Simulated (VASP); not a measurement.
Set up this calculation in VASP 6.6.1, as the native input.

| Property | Result |
| --- | --- |
| Task | single point |
| Functional | PBE |
| Potentials or basis | VASP PAW PBE potentials, release 64 (Er) |
| Cutoff | 520 eV |
| k mesh | 8 × 8 × 8 |
| Occupations | gaussian, width 0.05 eV |
| Spin | collinear spin, ferromagnetic start |
| Starting moments | [3.0] μB |
| Dipole correction | no |
| Further INCAR settings | ALGO = Normal; EDIFF = 1e-06; NBANDS = 21 |

The structure of Er lies in POSCAR:

```
Er
1.0
   -1.9719543936      1.9719543936      1.9719543936
    1.9719543936     -1.9719543936      1.9719543936
    1.9719543936      1.9719543936     -1.9719543936
Er
1
Direct
    0.0000000000      0.0000000000      0.0000000000
```

The input as run:

INCAR

```
PREC = Accurate
ENCUT = 520
EDIFF = 1E-6
ISMEAR = 0
SIGMA = 0.05
LREAL = F
LASPH = T
NELM = 150
ALGO = Normal
ISIF = 2
LWAVE = F
LCHARG = F
ISPIN = 2
MAGMOM = 3
LORBIT = 11
LMAXMIX = 6
GGA = PE
NBANDS = 21
```

KPOINTS

```
Automatic mesh
0
Gamma
  8 8 8
```

Potentials or basis: VASP PAW PBE potentials, release 64 (Er).

Command:

```sh
$ cat potpaw_PBE.64/Er/POTCAR > POTCAR
$ mpirun -np 1 vasp_std > vasp.out
```

Results of the run:

```json
{
 "Pressure": "3.0 GPa",
 "Net moment": "2.24 μB per cell",
 "Site moments": "Er +2.37 μB",
 "Valence electrons inside the program's atomic spheres": "Er 19.65"
}
```

Caveat: the magnetic or orbital state may not be the lowest.

It took 53 s on 1 thread of Intel(R) Xeon(R) Platinum 8559C (Emerald Rapids), with other jobs on the host, peak memory 0.2 GiB.
